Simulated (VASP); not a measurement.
# CdMo (Pm-3m) in VASP: single point with PBE

Aim: the single point of CdMo with PBE.

Everything below comes from runs of VASP 6.6.1. Logs are shortened: lines on timing, memory, paths and dates and some standing lists are left out, and cuts for length are marked.

## (1) The cell of the first run

It takes space group Pm-3m (No. 221, cubic). Conventional cell: a = 3.283 Å, b = 3.283 Å, c = 3.283 Å, α = 90.00°, β = 90.00°, γ = 90.00°. Within 3.7 Å of Cd (site symmetry m-3m) lie 8 Mo at 2.84 Å and 6 Cd at 3.28 Å. Mo (site symmetry m-3m) has 8 Cd at 2.84 Å and 6 Mo at 3.28 Å within 3.7 Å.

The cell was generated, and may not be a known phase.

## (2) Single point, PBE

Contents of INCAR:

```
SYSTEM = CdMo
ALGO     = Normal         ! electronic algorithm
EDIFF    = 1E-6           ! SCF threshold, eV
ENCUT    = 630            ! plane-wave cutoff, eV
GGA      = PE             ! functional
GGA_COMPAT= .FALSE.      
ISIF     = 2              ! what is computed and relaxed
ISMEAR   = 0              ! smearing method
LASPH    = .TRUE.         ! aspherical terms in the spheres
LCHARG   = .FALSE.        ! write CHGCAR
LREAL    = .FALSE.        ! projectors in reciprocal space
LWAVE    = .FALSE.        ! write WAVECAR
NBANDS   = 24             ! bands
NELM     = 120            ! most SCF steps
PREC     = Accurate       ! precision mode
SIGMA    = 0.1            ! smearing width, eV
```

Contents of KPOINTS:

```
k-points
0
G
  16 16 16
  0 0 0
```

Contents of POSCAR:

```
CdMo
1.0
    3.2833893194      0.0000000000      0.0000000000
    0.0000000000      3.2833893194      0.0000000000
    0.0000000000      0.0000000000      3.2833893194
Cd Mo
1 1
Direct
    0.0000000000      0.0000000000      0.0000000000
    0.5000000000      0.5000000000      0.5000000000
```

Potentials or basis: VASP PAW PBE potentials, release 64 (Cd_sv_GW, Mo_sv).

Launch:

```bash
$ cat potpaw_PBE.64/Cd_sv_GW/POTCAR potpaw_PBE.64/Mo_sv/POTCAR > POTCAR
$ mpirun -np 1 vasp_std > vasp.out
```

OUTCAR:

```text
SYSTEM = CdMo
   EDIFF = 1E-6
   ENCUT = 630
   GGA = PE
   ISIF = 2
   ISMEAR = 0
   LASPH = .TRUE.
   LREAL = .FALSE.
   NELM = 120
   PREC = Accurate

 ion  position               nearest neighbor table
   1  0.000  0.000  0.000-   2 2.84   2 2.84   2 2.84   2 2.84   2 2.84   2 2.84   2 2.84   2 2.84

   2  0.500  0.500  0.500-   1 2.84   1 2.84   1 2.84   1 2.84   1 2.84   1 2.84   1 2.84   1 2.84

  LATTYP: Found a simple cubic cell.
 ALAT       =     3.2833893194

  Lattice vectors:

 A1 = (   3.2833893194,   0.0000000000,   0.0000000000)
 A2 = (   0.0000000000,   3.2833893194,   0.0000000000)
 A3 = (   0.0000000000,   0.0000000000,   3.2833893194)

Analysis of symmetry for initial positions (statically):
=====================================================================
 Subroutine PRICEL returns:
 Original cell was already a primitive cell.

 Routine SETGRP: Setting up the symmetry group for a
 simple cubic supercell.

 Subroutine GETGRP returns: Found 48 space group operations
 (whereof 48 operations were pure point group operations)
 out of a pool of 48 trial point group operations.

The static configuration has the point symmetry O_h .

Analysis of symmetry for dynamics (positions and initial velocities):
=====================================================================
 Subroutine PRICEL returns:
 Original cell was already a primitive cell.

 Routine SETGRP: Setting up the symmetry group for a
 simple cubic supercell.

 Subroutine GETGRP returns: Found 48 space group operations
 (whereof 48 operations were pure point group operations)
 out of a pool of 48 trial point group operations.

The dynamic configuration has the point symmetry O_h .

 Subroutine INISYM returns: Found 48 space group operations
 (whereof 48 operations are pure point group operations),
 and found     1 'primitive' translations

----------------------------------------------------------------------------------------

                                     Primitive cell

  volume of cell :      35.3971

  direct lattice vectors                    reciprocal lattice vectors
     3.283389319  0.000000000  0.000000000     0.304563335  0.000000000  0.000000000
     0.000000000  3.283389319  0.000000000     0.000000000  0.304563335  0.000000000
     0.000000000  0.000000000  3.283389319     0.000000000  0.000000000  0.304563335

  length of vectors
     3.283389319  3.283389319  3.283389319     0.304563335  0.304563335  0.304563335

  position of ions in fractional coordinates (direct lattice)
     0.000000000  0.000000000  0.000000000
     0.500000000  0.500000000  0.500000000

  ion indices of the primitive-cell ions
   primitive index   ion index
                 1           1
                 2           2

----------------------------------------------------------------------------------------

 KPOINTS: k-points

Automatic generation of k-mesh.
 Grid dimensions read from file:
 generate k-points for:   16   16   16

 Generating k-lattice:

  Cartesian coordinates                     Fractional coordinates (reciprocal lattice)
     0.019035208  0.000000000  0.000000000     0.062500000  0.000000000  0.000000000
     0.000000000  0.019035208  0.000000000     0.000000000  0.062500000  0.000000000
     0.000000000  0.000000000  0.019035208     0.000000000  0.000000000  0.062500000

  Length of vectors
     0.019035208  0.019035208  0.019035208

  Shift w.r.t. Gamma in fractional coordinates (k-lattice)
     0.000000000  0.000000000  0.000000000

 Subroutine IBZKPT returns following result:
 ===========================================

 Found    165 irreducible k-points:

 Following reciprocal coordinates:
            Coordinates               Weight
  0.000000  0.000000  0.000000      1.000000
  0.062500  0.000000  0.000000      6.000000
  0.125000  0.000000  0.000000      6.000000
  0.187500  0.000000  0.000000      6.000000
  0.250000  0.000000  0.000000      6.000000
  0.312500  0.000000  0.000000      6.000000
[... 16 lines left out ...]
  0.437500  0.125000  0.000000     24.000000
  0.500000  0.125000  0.000000     12.000000
 [... further k-points ...]
   k-points           NKPTS =    165   k-points in BZ     NKDIM =    165   number of bands    NBANDS=     24
   number of dos      NEDOS =    301   number of ions     NIONS =      2
   total plane-waves  NPLWV =  21952
   dimension x,y,z NGX =    28 NGY =   28 NGZ =   28
   dimension x,y,z NGXF=    56 NGYF=   56 NGZF=   56
   ions per type =               1   1
   NGX,Y,Z   is equivalent  to a cutoff of  14.18, 14.18, 14.18 a.u.
   NGXF,Y,Z  is equivalent  to a cutoff of  28.35, 28.35, 28.35 a.u.
 SYSTEM =  CdMo
   PREC   = accura    normal or accurate (medium, high low for compatibility)
   ISTART =      0    job   : 0-new  1-cont  2-samecut
   ICHARG =      2    charge: 1-file 2-atom 10-const
   ISPIN  =      1    spin polarized calculation?
   LNONCOLLINEAR =      F non collinear calculations
   LSORBIT =      F    spin-orbit coupling
   LASPH  =      T    aspherical Exc in radial PAW
   ENCUT  =  630.0 eV  46.30 Ry    6.80 a.u.   6.72  6.72  6.72*2*pi/ulx,y,z
   NELM   =    120;   NELMIN=  2; NELMDL= -5     # of ELM steps
   EDIFF  = 0.1E-05   stopping-criterion for ELM
   LREAL  =      F    real-space projection
   EDIFFG = 0.1E-04   stopping-criterion for IOM
   NSW    =      0    number of steps for IOM
   IBRION =     -1    ionic relax: 0-MD 1-quasi-New 2-CG
   NFREE  =      0    steps in history (QN), initial steepest desc. (CG)
   ISIF   =      2    stress and relaxation
   ISYM   =      2    0-nonsym 1-usesym 2-fastsym
   POTIM  = 0.5000    time-step for ionic-motion
   TEBEG  =    0.0;   TEEND  =   0.0 temperature during run
   PSTRESS=    0.0 pullay stress
   NELECT =      34.0000    total number of electrons
   NUPDOWN=      -1.0000    fix difference up-down
   EMIN   =  10.00;   EMAX   =-10.00  energy-range for DOS
   EFERMI =   0.00;   METHOD = LEGACY
   ISMEAR =     0;   SIGMA  =   0.10  broadening in eV -4-tet -1-fermi 0-gaus
   EFERMI_NEDOS =   21; number of points for ismear=-14 and -15
   IALGO  =     38    algorithm
   IMIX   =      4    mixing-type and parameters
     AMIX     =   0.40;   BMIX     =  1.00
     AMIX_MAG =   1.60;   BMIX_MAG =  1.00
  volume/ion in A,a.u.               =      17.70       119.44
  Fermi-wavevector in a.u.,A,eV,Ry     =   1.615271  3.052420 35.498970  2.609101
  Thomas-Fermi vector in A             =   2.710046
   LORBIT       =      0    0 simple, 1 ext, 2 COOP (PROOUT), +10 PAW based schemes
   GGA     = PE    functional components
   LHFCALC =     F    Hartree Fock is set to
   AEXX    =    0.0000 exact exchange contribution
   IVDW    =     0    specifies the selected vdW correction
   LEPSILON=     F    determine dielectric tensor
   LRPA    =     F    only Hartree local field effects (RPA)
 non-spin polarized calculation
 Gauss-broadening in eV      SIGMA  =   0.10
  energy-cutoff  :      630.00
  volume of cell :       35.40
 maximum number of plane-waves:      1328
 NGX is ok and might be reduce to    28
   NGX = 13   NGY = 13   NGZ = 13

 number of electron      34.0000002 magnetization

 Free energy of the ion-electron system (eV)
  ---------------------------------------------------
  ext. energy  EPLUGINS =         0.00000000
  ---------------------------------------------------
  free energy    TOTEN  =       -10.05363808 eV

  energy without entropy =      -10.04131241  energy(sigma->0) =      -10.04747524

 E-fermi :   9.1908     XC(G=0): -12.5843

 val. band max:        9.1907023763   @ k =   0.4375   0.2500   0.0000
 cond. band min:       9.1929824308   @ k =   0.5000   0.3125   0.2500
 fundamental gap:      0.0022800545
 Fermi energy:         9.1907937236

 k-point     1 :       0.0000    0.0000    0.0000
  band No.  band energies     occupation
      1     -93.3487      2.00000
      2     -54.3727      2.00000
      3     -54.3727      2.00000
      4     -54.3727      2.00000
      5     -51.6738      2.00000
      6     -25.6727      2.00000
[... 16 lines left out ...]
     23      22.3419      0.00000
     24      23.3700      0.00000

 k-point     2 :       0.0625    0.0000    0.0000
  band No.  band energies     occupation
      1     -93.3487      2.00000
      2     -54.3731      2.00000
      3     -54.3726      2.00000
      4     -54.3726      2.00000
      5     -51.6732      2.00000
      6     -25.6793      2.00000
[... 16 lines left out ...]
     23      22.5458      0.00000
     24      23.0669      0.00000

 k-point     3 :       0.1250    0.0000    0.0000
  band No.  band energies     occupation
      1     -93.3487      2.00000
      2     -54.3744      2.00000
      3     -54.3725      2.00000
      4     -54.3725      2.00000
      5     -51.6717      2.00000
      6     -25.6983      2.00000
[... 16 lines left out ...]
     23      22.4925      0.00000
     24      22.6648      0.00000

 k-point     4 :       0.1875    0.0000    0.0000
  band No.  band energies     occupation
      1     -93.3486      2.00000
      2     -54.3763      2.00000
      3     -54.3724      2.00000
      4     -54.3724      2.00000
      5     -51.6694      2.00000
      6     -25.7266      2.00000
[... 16 lines left out ...]
     23      21.9035      0.00000
     24      22.5441      0.00000

 k-point     5 :       0.2500    0.0000    0.0000
  band No.  band energies     occupation
      1     -93.3485      2.00000
      2     -54.3786      2.00000
      3     -54.3723      2.00000
      4     -54.3723      2.00000
      5     -51.6667      2.00000
      6     -25.7598      2.00000
[... 451 lines left out ...]
 k-point    22 :       0.3750    0.1250    0.0000
  band No.  band energies     occupation
      1     -93.3483      2.00000
      2     -54.3823      2.00000
      3     -54.3734      2.00000
      4     -54.3718      2.00000
      5     -51.6604      2.00000
      6     -25.8173      2.00000
[... 16 lines left out ...]
     23      20.5950      0.00000
     24      22.1589      0.00000

 k-point    23 :       0.4375    0.1250    0.0000
  band No.  band energies     occupation
      1     -93.3483      2.00000
      2     -54.3836      2.00000
      3     -54.3734      2.00000
      4     -54.3718      2.00000
      5     -51.6589      2.00000
      6     -25.8356      2.00000
[... 16 lines left out ...]
     23      21.2900      0.00000
     24      21.3289      0.00000

 k-point    24 :       0.5000    0.1250    0.0000
  band No.  band energies     occupation
      1     -93.3483      2.00000
      2     -54.3840      2.00000
      3     -54.3733      2.00000
      4     -54.3717      2.00000
      5     -51.6584      2.00000
      6     -25.8420      2.00000
[... 16 lines left out ...]
     23      20.9942      0.00000
     24      22.2724      0.00000

 [... further k-points ...]

------------------------ aborting loop because EDIFF is reached ----------------------------------------

  FORCE on cell =-STRESS in cart. coord.  units (eV):
  Direction    XX          YY          ZZ          XY          YZ          ZX
  --------------------------------------------------------------------------------------
  -------------------------------------------------------------------------------------
  Total       -0.0094867     -0.0094867     -0.0094867      0.0000000      0.0000000      0.0000000
  in kB       -0.4293970     -0.4293970     -0.4293970      0.0000000      0.0000000      0.0000000
  external PRESSURE =      -0.4293970 kB  Pullay stress =       0.0000000 kB

 VOLUME and BASIS-vectors are now :
 -----------------------------------------------------------------------------
  energy-cutoff  :      630.00
  volume of cell :       35.40
      direct lattice vectors                 reciprocal lattice vectors
     3.283389319  0.000000000  0.000000000     0.304563335  0.000000000  0.000000000
     0.000000000  3.283389319  0.000000000     0.000000000  0.304563335  0.000000000
     0.000000000  0.000000000  3.283389319     0.000000000  0.000000000  0.304563335

 POSITION                                       TOTAL-FORCE (eV/Angst)
 -----------------------------------------------------------------------------------
      0.00000      0.00000      0.00000         0.000000      0.000000      0.000000
      1.64169      1.64169      1.64169         0.000000      0.000000      0.000000
 -----------------------------------------------------------------------------------
    total drift:                               -0.000000      0.000000      0.000000

  FREE ENERGIE OF THE ION-ELECTRON SYSTEM (eV)
  ---------------------------------------------------
  free  energy   TOTEN  =       -10.0536380810 eV

  energy  without entropy=      -10.0413124073  energy(sigma->0) =      -10.04747524
```

Run time: 1.9 min. Hardware: 1 thread of Intel Xeon Platinum 8259CL at 2.50GHz (Skylake/Cascade Lake), shared host; peak memory 0.35 GiB.

Results:

* Free energy: -10.0536 eV
* Pressure: 0.0 GPa
* Band gap on the k mesh: zero (bands 17 and 18 overlap by 2.89 eV)

Levels at points of the mesh, in eV from the Fermi level:
```csv
k point,band 14,band 15,band 16,band 17,band 18,band 19,band 20,band 21
"(0.00, 0.00, 0.00)",-8.24,-1.54,-1.54,1.32,1.32,1.32,6.21,6.21
"(0.50, 0.00, 0.00)",-4.51,-3.93,-1.86,-0.65,-0.65,1.06,2.73,11.19
"(0.50, 0.50, 0.00)",-4.03,-1.03,-0.43,-0.43,0.66,0.66,2.15,6.25
"(0.50, 0.50, 0.50)",-3.15,-3.15,-3.15,2.24,2.24,2.65,6.04,6.04
```
